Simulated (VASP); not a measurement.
# Al in VASP: single point with PBE

Aim: the single point of Al with PBE.

Everything below comes from runs of VASP 6.6.1. Logs are shortened: lines on timing, memory, paths and dates and some standing lists are left out, and cuts for length are marked.

### Step 1. The cell of the first run

The cell holds a slab with vacuum, 35 atoms: a = 5.654 Å, b = 5.654 Å, c = 36.372 Å, α = 90.00°, β = 90.00°, γ = 120.00°.

### Step 2. Single point, PBE (atoms taken out, then relaxed in part)

INCAR reads:

```
PREC = Accurate ; ENCUT = 520
EDIFF = 1E-6 ; ISMEAR = 0
SIGMA = 0.1 ; LREAL = Auto
LASPH = True ; NELM = 100
ALGO = Normal ; ISIF = 2
LWAVE = False ; LCHARG = False
LDIPOL = True ; IDIPOL = 3
DIPOL = 0.5 0.5 0.495 ; GGA = PE
NBANDS = 76
```

KPOINTS reads:

```
regular mesh
0
Gamma
  6 6 1
```

POSCAR reads:

```
Al
1.0
    5.6541540426      0.0000000000      0.0000000000
   -2.8270770213      4.8966410378      0.0000000000
    0.0000000000      0.0000000000     36.3719863132
Al
35
Direct
    0.1666666667      0.3333333333      0.2474431812
    0.1666666667      0.8333333333      0.2474431812
    0.6666666667      0.3333333333      0.2474431812
    0.6666666667      0.8333333333      0.2474431812
    0.0000000000      0.0000000000      0.3105823909
    0.0000000000      0.5000000000      0.3105823909
    0.5000000000      0.0000000000      0.3105823909
    0.5000000000      0.5000000000      0.3105823909
    0.3333333333      0.1666666667      0.3737215906
    0.3333333333      0.6666666667      0.3737215906
    0.8333333333      0.1666666667      0.3737215906
    0.8333333333      0.6666666667      0.3737215906
    0.0000000000      0.0000000000      0.4368608003
    0.0000000000      0.5000000000      0.4368608003
    0.5000000000      0.0000000000      0.4368608003
    0.5000000000      0.5000000000      0.4368608003
    0.1668386126      0.3331613874      0.5009631930
    0.1668386126      0.8336772251      0.5009631930
    0.6663227749      0.3331613874      0.5009631930
    0.6666666667      0.8333333333      0.5012843455
    0.0009362559      0.0004681280      0.5659071520
    0.0000000000      0.5000000000      0.5658861347
    0.4995318720      0.0004681280      0.5659071520
    0.4995318720      0.4990637441      0.5659071520
    0.3333333333      0.1666666667      0.6323083782
    0.3343489866      0.6671744933      0.6306979481
    0.8328255067      0.1656510134      0.6306979481
    0.8328255067      0.6671744933      0.6306979481
   -0.0056298770     -0.0028149385      0.6965568794
    0.0000000000      0.5000000000      0.6943587174
    0.5028149385     -0.0028149385      0.6965568794
    0.5028149385      0.5056298770      0.6965568794
    0.1672096120      0.3327903880      0.7591115900
    0.1672096120      0.8344192239      0.7591115900
    0.6655807761      0.3327903880      0.7591115900
```

Potentials or basis: VASP PAW PBE potentials, release 64 (Al).

The run is started by

```console
$ cat potpaw_PBE.64/Al/POTCAR > POTCAR
$ mpirun -np 1 vasp_std > vasp.out
```

OUTCAR:

```text
PREC = Accurate
   ENCUT = 520
   EDIFF = 1E-6
   ISMEAR = 0
   LREAL = Auto
   LASPH = True
   NELM = 100
   ISIF = 2
   GGA = PE

 ion  position               nearest neighbor table
   1  0.167  0.333  0.247-   5 2.82   8 2.82   6 2.82   4 2.83   2 2.83   2 2.83   4 2.83   3 2.83
                             3 2.83
   2  0.167  0.833  0.247-   6 2.82   7 2.82   5 2.82   3 2.83   1 2.83   1 2.83   3 2.83   4 2.83
                             4 2.83
   3  0.667  0.333  0.247-   7 2.82   6 2.82   8 2.82   4 2.83   2 2.83   4 2.83   2 2.83   1 2.83
                             1 2.83
   4  0.667  0.833  0.247-   8 2.82   5 2.82   7 2.82   3 2.83   1 2.83   3 2.83   1 2.83   2 2.83
                             2 2.83
   5  0.000  0.000  0.311-  12 2.82   9 2.82  11 2.82   1 2.82   4 2.82   2 2.82   8 2.83   6 2.83
                             6 2.83   8 2.83   7 2.83   7 2.83
   6  0.000  0.500  0.311-  11 2.82  10 2.82  12 2.82   2 2.82   3 2.82   1 2.82   7 2.83   5 2.83
                             5 2.83   7 2.83   8 2.83   8 2.83
   7  0.500  0.000  0.311-  10 2.82  11 2.82   9 2.82   3 2.82   2 2.82   4 2.82   8 2.83   6 2.83
                             8 2.83   6 2.83   5 2.83   5 2.83
   8  0.500  0.500  0.311-   9 2.82  12 2.82  10 2.82   4 2.82   1 2.82   3 2.82   7 2.83   5 2.83
                             7 2.83   5 2.83   6 2.83   6 2.83
   9  0.333  0.167  0.374-   8 2.82   5 2.82   7 2.82  16 2.82  13 2.82  15 2.82  12 2.83  10 2.83
[... 36 lines left out ...]
                            23 2.87  22 2.87  31 2.89  29 2.89
  28  0.833  0.667  0.631-  27 2.82  26 2.82  25 2.83  25 2.83  27 2.84  26 2.84  30 2.84  21 2.87
                            24 2.87  22 2.87  29 2.89  32 2.89
  29  0.994  0.997  0.697-  32 2.78  31 2.78  33 2.81  34 2.81  30 2.83  30 2.83  25 2.87  32 2.87
                            31 2.87  28 2.89  27 2.89
  30  0.000  0.500  0.694-  29 2.83  31 2.83  29 2.83  31 2.83  32 2.83  32 2.83  27 2.84  26 2.84
                            28 2.84  34 2.87  35 2.87  33 2.87
  31  0.503  0.997  0.697-  32 2.78  29 2.78  35 2.81  34 2.81  30 2.83  30 2.83  25 2.87  32 2.87
                            29 2.87  26 2.89  27 2.89
  32  0.503  0.506  0.697-  29 2.78  31 2.78  33 2.81  35 2.81  30 2.83  30 2.83  25 2.87  31 2.87
                            29 2.87  28 2.89  26 2.89
  33  0.167  0.333  0.759-  29 2.81  32 2.81  34 2.82  35 2.82  34 2.84  35 2.84  30 2.87
  34  0.167  0.834  0.759-  31 2.81  29 2.81  33 2.82  35 2.82  33 2.84  35 2.84  30 2.87
  35  0.666  0.333  0.759-  31 2.81  32 2.81  34 2.82  33 2.82  34 2.84  33 2.84  30 2.87

  LATTYP: Found a hexagonal cell.
 ALAT       =     5.6541540426
 C/A-ratio  =     6.4327901290

  Lattice vectors:

 A1 = (   5.6541540426,   0.0000000000,   0.0000000000)
 A2 = (  -2.8270770213,   4.8966410378,   0.0000000000)
 A3 = (   0.0000000000,   0.0000000000,  36.3719863132)

Analysis of symmetry for initial positions (statically):
=====================================================================
 Subroutine PRICEL returns:
 Original cell was already a primitive cell.

 Routine SETGRP: Setting up the symmetry group for a
 hexagonal supercell.

 Subroutine GETGRP returns: Found  6 space group operations
 (whereof  2 operations were pure point group operations)
 out of a pool of 24 trial point group operations.

The static configuration has the point symmetry C_1h.
 The point group associated with its full space group is C_3v.

Analysis of symmetry for dynamics (positions and initial velocities):
=====================================================================
 Subroutine PRICEL returns:
 Original cell was already a primitive cell.

 Routine SETGRP: Setting up the symmetry group for a
 hexagonal supercell.

 Subroutine GETGRP returns: Found  6 space group operations
 (whereof  2 operations were pure point group operations)
 out of a pool of 24 trial point group operations.

The dynamic configuration has the point symmetry C_1h.
 The point group associated with its full space group is C_3v.

 Subroutine INISYM returns: Found  6 space group operations
 (whereof  2 operations are pure point group operations),
 and found     1 'primitive' translations

----------------------------------------------------------------------------------------

                                     Primitive cell

  volume of cell :    1007.0080

[... 93 lines left out ...]
  Cartesian coordinates                     Fractional coordinates (reciprocal lattice)
     0.029476853  0.017018469  0.000000000     0.166666667 -0.000000000  0.000000000
     0.000000000  0.034036938  0.000000000     0.000000000  0.166666667  0.000000000
     0.000000000  0.000000000  0.027493687     0.000000000  0.000000000  1.000000000

  Length of vectors
     0.034036938  0.034036938  0.027493687

  Shift w.r.t. Gamma in fractional coordinates (k-lattice)
     0.000000000  0.000000000  0.000000000

 Subroutine IBZKPT returns following result:
 ===========================================

 Found      7 irreducible k-points:

 Following reciprocal coordinates:
            Coordinates               Weight
  0.000000  0.000000  0.000000      1.000000
  0.166667  0.000000  0.000000      6.000000
  0.333333  0.000000  0.000000      6.000000
  0.500000  0.000000  0.000000      3.000000
  0.166667  0.166667  0.000000      6.000000
  0.333333  0.166667  0.000000     12.000000
  0.333333  0.333333  0.000000      2.000000
   k-points           NKPTS =      7   k-points in BZ     NKDIM =      7   number of bands    NBANDS=     76
   number of dos      NEDOS =    301   number of ions     NIONS =     35
   total plane-waves  NPLWV = 493920
   dimension x,y,z NGX =    42 NGY =   42 NGZ =  280
   dimension x,y,z NGXF=    84 NGYF=   84 NGZF=  560
   ions per type =              35
   NGX,Y,Z   is equivalent  to a cutoff of  12.35, 12.35, 12.80 a.u.
   NGXF,Y,Z  is equivalent  to a cutoff of  24.70, 24.70, 25.60 a.u.
 SYSTEM =  unknown system
   PREC   = accura    normal or accurate (medium, high low for compatibility)
   ISTART =      0    job   : 0-new  1-cont  2-samecut
   ICHARG =      2    charge: 1-file 2-atom 10-const
   ISPIN  =      1    spin polarized calculation?
   LNONCOLLINEAR =      F non collinear calculations
   LSORBIT =      F    spin-orbit coupling
   LASPH  =      T    aspherical Exc in radial PAW
   ENCUT  =  520.0 eV  38.22 Ry    6.18 a.u.  10.51 10.51 67.63*2*pi/ulx,y,z
   NELM   =    100;   NELMIN=  2; NELMDL= -5     # of ELM steps
   EDIFF  = 0.1E-05   stopping-criterion for ELM
   LREAL  =      T    real-space projection
   EDIFFG = 0.1E-04   stopping-criterion for IOM
   NSW    =      0    number of steps for IOM
   IBRION =     -1    ionic relax: 0-MD 1-quasi-New 2-CG
   NFREE  =      0    steps in history (QN), initial steepest desc. (CG)
   ISIF   =      2    stress and relaxation
   ISYM   =      2    0-nonsym 1-usesym 2-fastsym
   POTIM  = 0.5000    time-step for ionic-motion
   TEBEG  =    0.0;   TEEND  =   0.0 temperature during run
   PSTRESS=    0.0 pullay stress
   NELECT =     105.0000    total number of electrons
   NUPDOWN=      -1.0000    fix difference up-down
   EMIN   =  10.00;   EMAX   =-10.00  energy-range for DOS
   EFERMI =   0.00;   METHOD = LEGACY
   ISMEAR =     0;   SIGMA  =   0.10  broadening in eV -4-tet -1-fermi 0-gaus
   EFERMI_NEDOS =   21; number of points for ismear=-14 and -15
   IALGO  =     38    algorithm
   IMIX   =      4    mixing-type and parameters
     AMIX     =   0.40;   BMIX     =  1.00
     AMIX_MAG =   1.60;   BMIX_MAG =  1.00
  volume/ion in A,a.u.               =      28.77       194.16
  Fermi-wavevector in a.u.,A,eV,Ry     =   0.770537  1.456104  8.078155  0.593728
  Thomas-Fermi vector in A             =   1.871762
   LORBIT       =      0    0 simple, 1 ext, 2 COOP (PROOUT), +10 PAW based schemes
   GGA     = PE    functional components
   LHFCALC =     F    Hartree Fock is set to
   AEXX    =    0.0000 exact exchange contribution
   IVDW    =     0    specifies the selected vdW correction
   LEPSILON=     F    determine dielectric tensor
   LRPA    =     F    only Hartree local field effects (RPA)
 non-spin polarized calculation
 Gauss-broadening in eV      SIGMA  =   0.10
  energy-cutoff  :      520.00
  volume of cell :     1007.01
 maximum number of plane-waves:     27195
   NGX = 21   NGY = 21   NGZ =135

 dipolmoment           0.000000      0.000000     -0.032022 electrons x Angstroem

 number of electron     105.0000001 magnetization

 dipolmoment           0.000000      0.000000      0.008975 electrons x Angstroem

 Free energy of the ion-electron system (eV)
  ---------------------------------------------------
  ext. energy  EPLUGINS =         0.00000000
  ---------------------------------------------------
  free energy    TOTEN  =      -127.34305369 eV

  energy without entropy =     -127.27222244  energy(sigma->0) =     -127.30763806

 E-fermi :   2.8499     XC(G=0):  -6.3326

 val. band max:        2.8342464545   @ k =   0.1667   0.0000   0.0000
 cond. band min:       2.8972973139   @ k =   0.1667   0.1667   0.0000
 fundamental gap:      0.0630508594
 Fermi energy:         2.8499483916

 k-point     1 :       0.0000    0.0000    0.0000
  band No.  band energies     occupation
      1      -8.3440      2.00000
      2      -8.0649      2.00000
      3      -7.6420      2.00000
      4      -7.0725      2.00000
      5      -6.3406      2.00000
      6      -5.4951      2.00000
[... 458 lines left out ...]
     63       5.0359      0.00000
     64       5.4218      0.00000
 [bands above 64 left out]

------------------------ aborting loop because EDIFF is reached ----------------------------------------

 vacuum level on the upper side and lower side of the slab       (xc-potential included)        -0.104        -0.169

  FORCE on cell =-STRESS in cart. coord.  units (eV):
  Direction    XX          YY          ZZ          XY          YZ          ZX
  --------------------------------------------------------------------------------------
  -------------------------------------------------------------------------------------
  Total        3.3777197      3.3777197      4.2265990      0.0000000      0.0000000      0.0000000
  in kB        5.3740446      5.3740446      6.7246348      0.0000000      0.0000000      0.0000000
  external PRESSURE =       5.8242413 kB  Pullay stress =       0.0000000 kB

 VOLUME and BASIS-vectors are now :
 -----------------------------------------------------------------------------
  energy-cutoff  :      520.00
  volume of cell :     1007.01
      direct lattice vectors                 reciprocal lattice vectors
     5.654154043  0.000000000  0.000000000     0.176861117  0.102110814  0.000000000
    -2.827077021  4.896641038  0.000000000     0.000000000  0.204221627  0.000000000
     0.000000000  0.000000000 36.371986313     0.000000000  0.000000000  0.027493687

 POSITION                                       TOTAL-FORCE (eV/Angst)
 -----------------------------------------------------------------------------------
      0.00000      1.63221      9.00000         0.010346     -0.005973     -0.182251
     -1.41354      4.08053      9.00000         0.000000      0.011946     -0.182251
      2.82708      1.63221      9.00000        -0.010346     -0.005973     -0.182251
      1.41354      4.08053      9.00000         0.000000     -0.000000     -0.198329
      0.00000      0.00000     11.29650        -0.024028     -0.013873      0.069191
     -1.41354      2.44832     11.29650         0.000000      0.000000      0.094036
[... 27 lines left out ...]
     -1.41354      4.08585     27.61040         0.000000      0.001108      0.007052
      2.82247      1.62956     27.61040        -0.000960     -0.000554      0.007052
 -----------------------------------------------------------------------------------
    total drift:                               -0.000000      0.000000      0.066184

  FREE ENERGIE OF THE ION-ELECTRON SYSTEM (eV)
  ---------------------------------------------------
  free  energy   TOTEN  =      -127.3430536882 eV

  energy  without entropy=     -127.2722224396  energy(sigma->0) =     -127.30763806

 vacuum level on the upper side and lower side of the slab         6.860         6.797
```

Wall time 19 min (1 thread of Oxide Virtual Turin-like, shared host); peak memory 1 GiB.

Results:

| Quantity | Value |
| --- | --- |
| Free energy | -127.3431 eV |
| Largest force | 0.198 eV/Å |
| Band gap on the k mesh | zero (an odd number of electrons rules out a gap without spin polarisation) |

Forces in eV/Å, atoms in the order of the input:
```
Al   0.010 -0.006 -0.182
Al   0.000  0.012 -0.182
Al  -0.010 -0.006 -0.182
Al   0.000  0.000 -0.198
Al  -0.024 -0.014  0.069
Al   0.000  0.000  0.094
Al   0.024 -0.014  0.069
Al   0.000  0.028  0.069
Al   0.000  0.000 -0.022
Al   0.032  0.018 -0.027
Al   0.000 -0.036 -0.027
Al  -0.032  0.018 -0.027
Al  -0.034 -0.019  0.145
Al   0.000  0.000  0.133
Al   0.034 -0.019  0.145
Al   0.000  0.039  0.145
Al  -0.003  0.001  0.005
Al   0.000 -0.003  0.005
Al   0.003  0.001  0.005
Al   0.000  0.000  0.005
Al   0.001  0.001 -0.007
Al   0.000  0.000 -0.010
Al  -0.001  0.001 -0.007
Al   0.000 -0.001 -0.007
Al   0.000  0.000 -0.003
Al   0.008  0.005 -0.004
Al   0.000 -0.009 -0.004
Al  -0.008  0.005 -0.004
Al  -0.006 -0.004 -0.006
Al   0.000  0.000  0.000
Al   0.006 -0.004 -0.006
Al   0.000  0.007 -0.006
Al   0.001 -0.001  0.007
Al   0.000  0.001  0.007
Al  -0.001 -0.001  0.007
```

Caveat: the cell differs from its parent crystal (atoms taken out, then relaxed in part).
